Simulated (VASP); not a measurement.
# NaSrYWO6 (F-43m) in VASP: a series of runs

The runs below take NaSrYWO6 through single point, relaxation of cell and atoms, with PBE.

Program: VASP 6.6.1. These are calculated values, not measurements. Logs are shortened: lines on timing, memory, paths and dates and some standing lists are left out, and cuts for length are marked.

### 1 The cell of the first run

Symmetry: F-43m, No. 216, cubic system. The conventional cell has a = 8.293 Å, b = 8.293 Å, c = 8.293 Å, α = 90.00°, β = 90.00°, γ = 90.00°. Within 3.9 Å of Na (site symmetry -43m) lie 12 O at 2.94 Å and 4 Y at 3.59 Å and 4 W at 3.59 Å. Within 3.9 Å of Sr (site symmetry -43m) lie 12 O at 2.94 Å and 4 Y at 3.59 Å and 4 W at 3.59 Å. Y (site symmetry -43m) has 6 O at 2.22 Å within 2.9 Å. Within 2.6 Å of W (site symmetry -43m) lie 6 O at 1.93 Å. Within 2.6 Å of O (site symmetry 2mm) lie 1 W at 1.93 Å and 1 Y at 2.22 Å.

### 2 Single point, PBE

Contents of INCAR:

```
SYSTEM = NaSrYWO6
PREC = Accurate ; ENCUT = 520
EDIFF = 1E-7 ; ISMEAR = 0
SIGMA = 0.02 ; LREAL = .FALSE.
LASPH = .TRUE. ; NELM = 80
ALGO = Normal ; ISIF = 2
LWAVE = .FALSE. ; LCHARG = .FALSE.
GGA = PE ; NBANDS = 50
```

Contents of KPOINTS:

```
Automatic mesh
0
G
  6 6 6
  0 0 0
```

Contents of POSCAR:

```
NaSrYWO6
1.0
    0.0000000000      4.1464292462      4.1464292462
    4.1464292462      0.0000000000      4.1464292462
    4.1464292462      4.1464292462      0.0000000000
Na Sr Y W O
1 1 1 1 6
Direct
    0.2500000000      0.2500000000      0.2500000000
    0.7500000000      0.7500000000      0.7500000000
    0.5000000000      0.5000000000      0.5000000000
    0.0000000000      0.0000000000      0.0000000000
    0.7674166850      0.2325833150      0.2325833150
    0.2325833150      0.7674166850      0.7674166850
    0.7674166850      0.7674166850      0.2325833150
    0.2325833150      0.2325833150      0.7674166850
    0.2325833150      0.7674166850      0.2325833150
    0.7674166850      0.2325833150      0.7674166850
```

Potentials or basis: VASP PAW PBE potentials, release 64 (Na_pv, Sr_sv, Y_sv, W_sv, O).

On the command line:

```
cat potpaw_PBE.64/Na_pv/POTCAR potpaw_PBE.64/Sr_sv/POTCAR potpaw_PBE.64/Y_sv/POTCAR potpaw_PBE.64/W_sv/POTCAR potpaw_PBE.64/O/POTCAR > POTCAR
mpirun -np 1 vasp_std > vasp.out
```

OUTCAR:

```text
SYSTEM = NaSrYWO6
   PREC = Accurate
   ENCUT = 520
   EDIFF = 1E-7
   ISMEAR = 0
   LREAL = .FALSE.
   LASPH = .TRUE.
   NELM = 80
   ISIF = 2
   GGA = PE

 ion  position               nearest neighbor table
   1  0.250  0.250  0.250-
   2  0.750  0.750  0.750-   6 2.94   7 2.94  10 2.94   5 2.94   7 2.94   9 2.94   5 2.94   8 2.94
                            10 2.94   6 2.94   8 2.94   9 2.94   4 3.59   3 3.59   3 3.59   4 3.59
   3  0.500  0.500  0.500-   5 2.22   6 2.22   7 2.22   8 2.22   9 2.22  10 2.22   2 3.59   2 3.59
                             2 3.59   2 3.59
   4  0.000  0.000  0.000-   5 1.93   6 1.93   7 1.93   8 1.93   9 1.93  10 1.93   2 3.59   2 3.59
                             2 3.59   2 3.59
   5  0.767  0.233  0.233-   4 1.93   3 2.22   2 2.94   2 2.94
   6  0.233  0.767  0.767-   4 1.93   3 2.22   2 2.94   2 2.94
   7  0.767  0.767  0.233-   4 1.93   3 2.22   2 2.94   2 2.94
   8  0.233  0.233  0.767-   4 1.93   3 2.22   2 2.94   2 2.94
   9  0.233  0.767  0.233-   4 1.93   3 2.22   2 2.94   2 2.94
  10  0.767  0.233  0.767-   4 1.93   3 2.22   2 2.94   2 2.94

  LATTYP: Found a face centered cubic cell.
 ALAT       =     8.2928584924

  Lattice vectors:

 A1 = (   0.0000000000,   4.1464292462,   4.1464292462)
 A2 = (   4.1464292462,   0.0000000000,   4.1464292462)
 A3 = (   4.1464292462,   4.1464292462,   0.0000000000)

Analysis of symmetry for initial positions (statically):
=====================================================================
 Subroutine PRICEL returns:
 Original cell was already a primitive cell.

 Routine SETGRP: Setting up the symmetry group for a
 face centered cubic supercell.

 Subroutine GETGRP returns: Found 24 space group operations
 (whereof 24 operations were pure point group operations)
 out of a pool of 48 trial point group operations.

The static configuration has the point symmetry T_d .

Analysis of symmetry for dynamics (positions and initial velocities):
=====================================================================
 Subroutine PRICEL returns:
 Original cell was already a primitive cell.

 Routine SETGRP: Setting up the symmetry group for a
 face centered cubic supercell.

 Subroutine GETGRP returns: Found 24 space group operations
 (whereof 24 operations were pure point group operations)
 out of a pool of 48 trial point group operations.

The dynamic configuration has the point symmetry T_d .

 Subroutine INISYM returns: Found 24 space group operations
 (whereof 24 operations are pure point group operations),
 and found     1 'primitive' translations

----------------------------------------------------------------------------------------

                                     Primitive cell

  volume of cell :     142.5781

  direct lattice vectors                    reciprocal lattice vectors
     0.000000000  4.146429246  4.146429246    -0.120585682  0.120585682  0.120585682
     4.146429246  0.000000000  4.146429246     0.120585682 -0.120585682  0.120585682
     4.146429246  4.146429246  0.000000000     0.120585682  0.120585682 -0.120585682

  length of vectors
     5.863936475  5.863936475  5.863936475     0.208860529  0.208860529  0.208860529

  position of ions in fractional coordinates (direct lattice)
     0.250000000  0.250000000  0.250000000
     0.750000000  0.750000000  0.750000000
     0.500000000  0.500000000  0.500000000
     0.000000000  0.000000000  0.000000000
     0.767416685  0.232583315  0.232583315
     0.232583315  0.767416685  0.767416685
     0.767416685  0.767416685  0.232583315
     0.232583315  0.232583315  0.767416685
     0.232583315  0.767416685  0.232583315
     0.767416685  0.232583315  0.767416685

  ion indices of the primitive-cell ions
   primitive index   ion index
                 1           1
                 2           2
                 3           3
                 4           4
                 5           5
                 6           6
                 7           7
                 8           8
                 9           9
                10          10

----------------------------------------------------------------------------------------

 KPOINTS: Automatic mesh

Automatic generation of k-mesh.
 Grid dimensions read from file:
 generate k-points for:    6    6    6

 Generating k-lattice:

  Cartesian coordinates                     Fractional coordinates (reciprocal lattice)
    -0.020097614  0.020097614  0.020097614     0.166666667  0.000000000  0.000000000
     0.020097614 -0.020097614  0.020097614     0.000000000  0.166666667  0.000000000
     0.020097614  0.020097614 -0.020097614     0.000000000  0.000000000  0.166666667

  Length of vectors
     0.034810088  0.034810088  0.034810088

  Shift w.r.t. Gamma in fractional coordinates (k-lattice)
     0.000000000  0.000000000  0.000000000

 Subroutine IBZKPT returns following result:
 ===========================================

 Found     16 irreducible k-points:

 Following reciprocal coordinates:
            Coordinates               Weight
  0.000000  0.000000  0.000000      1.000000
  0.166667  0.000000  0.000000      8.000000
  0.333333  0.000000  0.000000      8.000000
  0.500000  0.000000  0.000000      4.000000
  0.166667  0.166667  0.000000      6.000000
  0.333333  0.166667  0.000000     24.000000
[... 8 lines left out ...]
 -0.333333  0.333333  0.166667     24.000000
 -0.333333  0.500000  0.166667     12.000000
   k-points           NKPTS =     16   k-points in BZ     NKDIM =     16   number of bands    NBANDS=     50
   number of dos      NEDOS =    301   number of ions     NIONS =     10
   total plane-waves  NPLWV = 110592
   dimension x,y,z NGX =    48 NGY =   48 NGZ =   48
   dimension x,y,z NGXF=    96 NGYF=   96 NGZF=   96
   ions per type =               1   1   1   1   6
   NGX,Y,Z   is equivalent  to a cutoff of  13.61, 13.61, 13.61 a.u.
   NGXF,Y,Z  is equivalent  to a cutoff of  27.22, 27.22, 27.22 a.u.
 SYSTEM =  NaSrYWO6
   PREC   = accura    normal or accurate (medium, high low for compatibility)
   ISTART =      0    job   : 0-new  1-cont  2-samecut
   ICHARG =      2    charge: 1-file 2-atom 10-const
   ISPIN  =      1    spin polarized calculation?
   LNONCOLLINEAR =      F non collinear calculations
   LSORBIT =      F    spin-orbit coupling
   LASPH  =      T    aspherical Exc in radial PAW
   ENCUT  =  520.0 eV  38.22 Ry    6.18 a.u.  10.90 10.90 10.90*2*pi/ulx,y,z
   NELM   =     80;   NELMIN=  2; NELMDL= -5     # of ELM steps
   EDIFF  = 0.1E-06   stopping-criterion for ELM
   LREAL  =      F    real-space projection
   EDIFFG = 0.1E-05   stopping-criterion for IOM
   NSW    =      0    number of steps for IOM
   IBRION =     -1    ionic relax: 0-MD 1-quasi-New 2-CG
   NFREE  =      0    steps in history (QN), initial steepest desc. (CG)
   ISIF   =      2    stress and relaxation
   ISYM   =      2    0-nonsym 1-usesym 2-fastsym
   POTIM  = 0.5000    time-step for ionic-motion
   TEBEG  =    0.0;   TEEND  =   0.0 temperature during run
   PSTRESS=    0.0 pullay stress
   NELECT =      78.0000    total number of electrons
   NUPDOWN=      -1.0000    fix difference up-down
   EMIN   =  10.00;   EMAX   =-10.00  energy-range for DOS
   EFERMI =   0.00;   METHOD = LEGACY
   ISMEAR =     0;   SIGMA  =   0.02  broadening in eV -4-tet -1-fermi 0-gaus
   EFERMI_NEDOS =   21; number of points for ismear=-14 and -15
   IALGO  =     38    algorithm
   IMIX   =      4    mixing-type and parameters
     AMIX     =   0.40;   BMIX     =  1.00
     AMIX_MAG =   1.60;   BMIX_MAG =  1.00
  volume/ion in A,a.u.               =      14.26        96.22
  Fermi-wavevector in a.u.,A,eV,Ry     =   1.338923  2.530197 24.391348  1.792713
  Thomas-Fermi vector in A             =   2.467355
   LORBIT       =      0    0 simple, 1 ext, 2 COOP (PROOUT), +10 PAW based schemes
   GGA     = PE    functional components
   LHFCALC =     F    Hartree Fock is set to
   AEXX    =    0.0000 exact exchange contribution
   IVDW    =     0    specifies the selected vdW correction
   LEPSILON=     F    determine dielectric tensor
   LRPA    =     F    only Hartree local field effects (RPA)
 non-spin polarized calculation
 Gauss-broadening in eV      SIGMA  =   0.02
  energy-cutoff  :      520.00
  volume of cell :      142.58
 maximum number of plane-waves:      3860
 NGX is ok and might be reduce to    48
   NGX = 21   NGY = 21   NGZ = 21

 number of electron      77.9999994 magnetization

 Free energy of the ion-electron system (eV)
  ---------------------------------------------------
  ext. energy  EPLUGINS =         0.00000000
  ---------------------------------------------------
  free energy    TOTEN  =       -78.90358097 eV

  energy without entropy =      -78.90358097  energy(sigma->0) =      -78.90358097

 E-fermi :   2.4789     XC(G=0): -10.1085

 val. band max:        2.1850859191   @ k =   0.0000   0.0000   0.0000
 cond. band min:       4.6992545253   @ k =   0.5000   0.5000   0.0000
 fundamental gap:      2.5141686062
 Fermi energy:         2.4788642455

 k-point     1 :       0.0000    0.0000    0.0000
  band No.  band energies     occupation
      1     -72.3259      2.00000
      2     -37.3764      2.00000
      3     -36.5097      2.00000
      4     -36.5097      2.00000
      5     -36.5097      2.00000
      6     -31.5664      2.00000
[... 42 lines left out ...]
     49       9.6271      0.00000
     50       9.6629      0.00000

 k-point     2 :       0.1667    0.0000    0.0000
  band No.  band energies     occupation
      1     -72.3259      2.00000
      2     -37.3765      2.00000
      3     -36.5097      2.00000
      4     -36.5097      2.00000
      5     -36.5097      2.00000
      6     -31.5663      2.00000
[... 734 lines left out ...]
 k-point    16 :      -0.3333    0.5000    0.1667
  band No.  band energies     occupation
      1     -72.3259      2.00000
      2     -37.3763      2.00000
      3     -36.5099      2.00000
      4     -36.5098      2.00000
      5     -36.5097      2.00000
      6     -31.5659      2.00000
[... 42 lines left out ...]
     49       9.7282      0.00000
     50      10.1886      0.00000

------------------------ aborting loop because EDIFF is reached ----------------------------------------

  FORCE on cell =-STRESS in cart. coord.  units (eV):
  Direction    XX          YY          ZZ          XY          YZ          ZX
  --------------------------------------------------------------------------------------
  -------------------------------------------------------------------------------------
  Total        0.5536680      0.5536680      0.5536680     -0.0000000     -0.0000000      0.0000000
  in kB        6.2216734      6.2216734      6.2216734     -0.0000000     -0.0000000      0.0000000
  external PRESSURE =       6.2216734 kB  Pullay stress =       0.0000000 kB

 VOLUME and BASIS-vectors are now :
 -----------------------------------------------------------------------------
  energy-cutoff  :      520.00
  volume of cell :      142.58
      direct lattice vectors                 reciprocal lattice vectors
     0.000000000  4.146429246  4.146429246    -0.120585682  0.120585682  0.120585682
     4.146429246  0.000000000  4.146429246     0.120585682 -0.120585682  0.120585682
     4.146429246  4.146429246  0.000000000     0.120585682  0.120585682 -0.120585682

 POSITION                                       TOTAL-FORCE (eV/Angst)
 -----------------------------------------------------------------------------------
      2.07321      2.07321      2.07321         0.000000      0.000000      0.000000
      6.21964      6.21964      6.21964         0.000000      0.000000      0.000000
      4.14643      4.14643      4.14643         0.000000      0.000000      0.000000
      0.00000      0.00000      0.00000         0.000000      0.000000      0.000000
      1.92878      4.14643      4.14643         0.167371      0.000000      0.000000
      6.36408      4.14643      4.14643        -0.167371      0.000000      0.000000
      4.14643      4.14643      6.36408         0.000000      0.000000     -0.167371
      4.14643      4.14643      1.92878         0.000000      0.000000      0.167371
      4.14643      1.92878      4.14643         0.000000      0.167371      0.000000
      4.14643      6.36408      4.14643         0.000000     -0.167371      0.000000
 -----------------------------------------------------------------------------------
    total drift:                                0.000000      0.000000      0.000000

  FREE ENERGIE OF THE ION-ELECTRON SYSTEM (eV)
  ---------------------------------------------------
  free  energy   TOTEN  =       -78.9035809717 eV

  energy  without entropy=      -78.9035809717  energy(sigma->0) =      -78.90358097
```

Run time: 2.1 min. Hardware: 1 thread of Intel Xeon Platinum 8488C (Sapphire Rapids), shared host; peak memory 0.42 GiB.

What came out:

```yaml
Free_energy: -78.9036 eV
Pressure: 0.6 GPa
Largest_force: 0.167 eV/Å
Band_gap_on_the_k_mesh: 2.51 eV (least direct gap 2.54 eV)
```

Forces on the atoms (eV/Å):
```
Na   0.000  0.000  0.000
Sr   0.000  0.000  0.000
Y    0.000  0.000  0.000
W    0.000  0.000  0.000
O    0.167  0.000  0.000
O   -0.167  0.000  0.000
O    0.000  0.000 -0.167
O    0.000  0.000  0.167
O    0.000  0.167  0.000
O    0.000 -0.167  0.000
```

Levels at points of the mesh, in eV from the valence-band top:
| k point | band 35 | band 36 | band 37 | band 38 | band 39 | band 40 | band 41 | band 42 | band 43 | band 44 |
| --- | --- | --- | --- | --- | --- | --- | --- | --- | --- | --- |
| (0.00, 0.00, 0.00) | -0.60 | -0.60 | 0.00 | 0.00 | 0.00 | 2.54 | 2.54 | 2.54 | 4.27 | 6.05 |
| (0.50, 0.00, 0.00) | -1.06 | -0.78 | -0.51 | -0.51 | -0.31 | 3.31 | 3.56 | 3.56 | 6.11 | 6.11 |
| (0.50, 0.50, 0.00) | -1.31 | -1.17 | -0.71 | -0.71 | -0.03 | 2.51 | 4.03 | 4.03 | 6.44 | 6.47 |

Caveat: spin-orbit coupling is left out, which moves the levels of the heavy elements. A k mesh can miss the band edges.

### 3 Single point, PBE

Contents of INCAR:

```
SYSTEM = NaSrYWO6
  PREC = Accurate
  ENCUT = 520
  EDIFF = 1E-6
  ISMEAR = 0
  SIGMA = 0.05
  LREAL = .False.
  LASPH = .True.
  NELM = 100
  ALGO = Normal
  ISIF = 2
  LWAVE = .False.
  LCHARG = .True.
  GGA = PE
  LELF = .True.
  LVHAR = .True.
  NBANDS = 50
```

Contents of KPOINTS:

```
regular mesh
0
Gamma
  6 6 6
  0 0 0
```

POSCAR is that of step 2.

Potentials or basis: VASP PAW PBE potentials, release 64 (Na_pv, Sr_sv, Y_sv, W_sv, O).

On the command line:

```
cat potpaw_PBE.64/Na_pv/POTCAR potpaw_PBE.64/Sr_sv/POTCAR potpaw_PBE.64/Y_sv/POTCAR potpaw_PBE.64/W_sv/POTCAR potpaw_PBE.64/O/POTCAR > POTCAR
mpirun -np 1 vasp_std > vasp.out
```

It took 1.9 min on 1 thread of Intel Xeon Platinum 8488C (Sapphire Rapids), shared host; peak memory 0.42 GiB.

The run converged. Its results:

* Free energy: -78.9036 eV
* Pressure: 0.6 GPa
* Largest force: 0.167 eV/Å
* Band gap on the k mesh: 2.51 eV (least direct gap 2.54 eV)

Forces in eV/Å, atoms in the order of the input:
```
Na   0.000  0.000  0.000
Sr   0.000  0.000  0.000
Y    0.000  0.000  0.000
W    0.000  0.000  0.000
O    0.167  0.000  0.000
O   -0.167  0.000  0.000
O    0.000  0.000 -0.167
O    0.000  0.000  0.167
O    0.000  0.167  0.000
O    0.000 -0.167  0.000
```

Levels at points of the mesh, in eV from the valence-band top:
```csv
k point,band 37,band 38,band 39,band 40,band 41,band 42
"(0.00, 0.00, 0.00)",0.00,0.00,0.00,2.54,2.54,2.54
"(0.50, 0.00, 0.00)",-0.51,-0.51,-0.31,3.31,3.56,3.56
"(0.50, 0.50, 0.00)",-0.71,-0.71,-0.03,2.51,4.03,4.03
```

Caveat: spin-orbit coupling is left out, which moves the levels of the heavy elements.

[end of part 1 of 2]
